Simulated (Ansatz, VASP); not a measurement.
**MnAs: VASP beside Ansatz**

INCAR

```
  PREC = Accurate
  ENCUT = 520
  EDIFF = 1E-8
  ISMEAR = -1
  SIGMA = 0.08
  LREAL = F
  LASPH = T
  NELM = 150
  ALGO = Normal
  ISIF = 2
  LWAVE = F
  LCHARG = F
  ISPIN = 2
  MAGMOM = 4 0
  LORBIT = 11
  LMAXMIX = 4
  GGA = PE
  LEFG = T
  NBANDS = 20
```

The input KPOINTS:

```
regular mesh
0
Gamma
  12 12 12
```

The input POSCAR:

```
MnAs
1.0
    0.0000000000      2.5829914404      2.5829914404
    2.5829914404      0.0000000000      2.5829914404
    2.5829914404      2.5829914404      0.0000000000
Mn As
1 1
Direct
    0.0000000000      0.0000000000      0.0000000000
    0.5000000000      0.5000000000      0.5000000000
```

Input for Ansatz:

```yaml
crystal:
  lattice:
    - [0.0, 2.5829914404, 2.5829914404]
    - [2.5829914404, 0.0, 2.5829914404]
    - [2.5829914404, 2.5829914404, 0.0]
  atoms:
    - { symbol: Mn, position: [0.0, 0.0, 0.0], spin: 4.0 }
    - { symbol: As, position: [0.5, 0.5, 0.5] }
magnetization:
  spin_polarized: true
kpoints:
  mp_grid: { grid: [12, 12, 12] }
  band_path:
    path:
      - [0.0, 0.0, 0.0]
      - [0.5, 0.0, 0.5]
      - [0.625, 0.25, 0.625]
      - [0.375, 0.375, 0.75]
      - [0.0, 0.0, 0.0]
      - [0.5, 0.5, 0.5]
      - [0.5, 0.25, 0.75]
      - [0.5, 0.0, 0.5]
    npoints: 14
scf:
  occupations: { method: fermi_dirac, width: 0.08 }
hamiltonian:
  xc: pbe
  pseudopotentials: { kind: paw }
output:
  forces: true
  stress: true
  eigenvalues: true
  efg: { contact_densities: true }
  populations: true
  bader: true
  dos: { projected: true, de: 0.2, e_range: [-14, 8] }
  write_density: true
  write_potential: true
  elf: true
  volumetric_format: npy
```

Alike in both runs: task electric field gradients; functional PBE; k mesh 12 × 12 × 12; occupations fermi-dirac, width 0.08 eV; collinear spin.

|  | VASP | Ansatz |
| --- | --- | --- |
| version | VASP 6.6.1 | Ansatz 0.2.0 |
| potentials or method | VASP PAW PBE potentials, release 64 (Mn_pv, As) | PAW with Ansatz's default frozen-core files, scalar-relativistic |
| plane-wave cutoff (eV) | 520 | 420 |
| valence electrons in the cell | 18 | 30 |

```csv
,VASP,Ansatz,Ansatz less VASP
pressure (GPa),0.2,0.0,-0.15
net moment per atom (μB),1.84,1.84,+0.002
size of the moment on the site where the two differ most (μB),3.63,3.58,-0.051
```

Site moments also hang on the region over which each program counts them. With one functional, cell and mesh, what is left measures potentials, basis and numerics. VASP's potentials hold 18 valence electrons a cell and Ansatz's 30, so a difference there can come from the potentials and not from the codes.
